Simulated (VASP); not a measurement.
# LiTe36Mo18 (a cell with a defect): single point with PBE

LiTe36Mo18 (a cell with a defect):

```
Te Mo Li
1.0
    10.41912    0.00000    0.00000
    -5.20956    9.02322    0.00000
     0.00000    0.00000   13.77293
Te Mo Li
36 18 1
Direct
  0.11156 0.22252 0.61674
  0.22265 0.11149 0.11991
  0.22220 0.11192 0.38285
  0.11116 0.22295 0.87965
  0.11157 0.55657 0.61669
  0.22287 0.44519 0.12009
  0.22136 0.44443 0.38250
  0.11117 0.55574 0.87969
  0.11242 0.88998 0.61705
  0.22266 0.77870 0.11989
  0.22220 0.77783 0.38287
  0.11096 0.88925 0.87949
  0.44410 0.22165 0.61701
  0.55543 0.11147 0.11993
  0.55629 0.11191 0.38286
  0.44485 0.22316 0.87951
  0.44365 0.55559 0.61664
  0.55421 0.44177 0.12374
  0.55530 0.44397 0.38297
  0.44147 0.55447 0.87579
  0.44413 0.88997 0.61709
  0.55416 0.77993 0.12378
  0.55527 0.77882 0.38295
  0.44487 0.88923 0.87947
  0.77750 0.22252 0.61673
  0.88890 0.11125 0.12007
  0.88967 0.11274 0.38254
  0.77833 0.22292 0.87968
  0.77854 0.55561 0.61667
  0.88893 0.44517 0.12009
  0.88970 0.44445 0.38252
  0.77960 0.55450 0.87578
  0.77852 0.89045 0.61662
  0.89235 0.77993 0.12379
  0.89016 0.77883 0.38292
  0.77963 0.89268 0.87584
  0.11144 0.22260 0.25098
  0.22236 0.11180 0.74856
  0.11151 0.55641 0.25099
  0.22038 0.44399 0.74777
  0.11345 0.89048 0.25179
  0.22227 0.77800 0.74857
  0.44367 0.22076 0.25181
  0.55604 0.11184 0.74858
  0.44348 0.55546 0.25264
  0.55511 0.44367 0.74691
  0.44362 0.89044 0.25182
  0.55522 0.77894 0.74695
  0.77778 0.22262 0.25101
  0.89009 0.11367 0.74779
  0.77861 0.55544 0.25264
  0.89019 0.44394 0.74779
  0.77863 0.89070 0.25265
  0.89036 0.77901 0.74695
  0.66692 0.66726 0.99980
```

```yaml
Program: VASP 6.6.1
Task: single point
Functional: PBE
Potentials_or_basis: VASP PAW PBE potentials, release 64 (Te, Mo_sv, Li_sv)
Cutoff: 520 eV
k_mesh: 1 × 1 × 1
Occupations: fermi-dirac, width 0.01 eV
Spin: no spin polarisation
```

| Property | Result |
| --- | --- |
| Largest force | 0.013 eV/Å |

Forces on the atoms (eV/Å):
```
Te  -0.001  0.008 -0.007
Te   0.005  0.002 -0.010
Te   0.006  0.003  0.007
Te  -0.001  0.003  0.009
Te  -0.003  0.002 -0.011
Te   0.000  0.000 -0.008
Te   0.001 -0.002  0.011
Te   0.003  0.000  0.008
Te   0.002 -0.005 -0.007
Te   0.001 -0.003 -0.008
Te  -0.001  0.001  0.012
Te   0.004 -0.002  0.007
Te  -0.001  0.000 -0.011
Te   0.000  0.002 -0.006
Te   0.001  0.000  0.011
Te   0.002 -0.002  0.011
Te   0.000  0.000 -0.012
Te   0.000 -0.005 -0.010
Te  -0.002 -0.001  0.010
Te  -0.005 -0.002  0.011
Te   0.001  0.002 -0.013
Te  -0.004  0.002 -0.009
Te   0.000  0.000  0.008
Te   0.000 -0.003  0.010
Te   0.002 -0.003 -0.011
Te  -0.005  0.003 -0.012
Te  -0.008 -0.002  0.007
Te  -0.005  0.002  0.008
Te   0.000  0.001 -0.011
Te  -0.001  0.000 -0.010
Te   0.000  0.001  0.013
Te   0.006  0.000  0.012
Te  -0.002  0.001 -0.007
Te   0.005  0.002 -0.008
Te  -0.001 -0.002  0.004
Te   0.000  0.006  0.011
Mo   0.000  0.000  0.005
Mo  -0.002 -0.001 -0.001
Mo   0.000 -0.002  0.004
Mo   0.002  0.000  0.003
Mo  -0.001 -0.002  0.000
Mo   0.000  0.000 -0.002
Mo   0.000 -0.001 -0.002
Mo   0.001 -0.002 -0.004
Mo  -0.001  0.001  0.002
Mo   0.002  0.004  0.000
Mo   0.002  0.000 -0.003
Mo  -0.001  0.001 -0.005
Mo  -0.001  0.000  0.002
Mo   0.001  0.000  0.000
Mo   0.000  0.001  0.002
Mo  -0.001  0.002  0.002
Mo   0.001 -0.002  0.000
Mo   0.000 -0.002 -0.004
Li   0.000 -0.001  0.000
```

Levels at points of the mesh, in eV from the Fermi level:
```
           k point  band 231  band 232  band 233  band 234  band 235  band 236  band 237  band 238  band 239  band 240
(0.00, 0.00, 0.00)     -0.60     -0.59     -0.33     -0.31     -0.29      0.70      0.71      0.76      0.76      0.76
```

Run time: 23 min on 1 thread of Intel(R) Xeon(R) Platinum 8259CL CPU @ 2.50GHz (Skylake/Cascade Lake), with other jobs on the host, peak memory 1.3 GiB.

Caveat: the k points lie up to 0.70 Å⁻¹ apart; the cell carries a net charge on a neutralising background, which shifts energy and pressure; the cell is charged against a uniform background, so pressure and absolute levels hang on convention; spin-orbit coupling is left out, which moves the levels of the heavy elements.
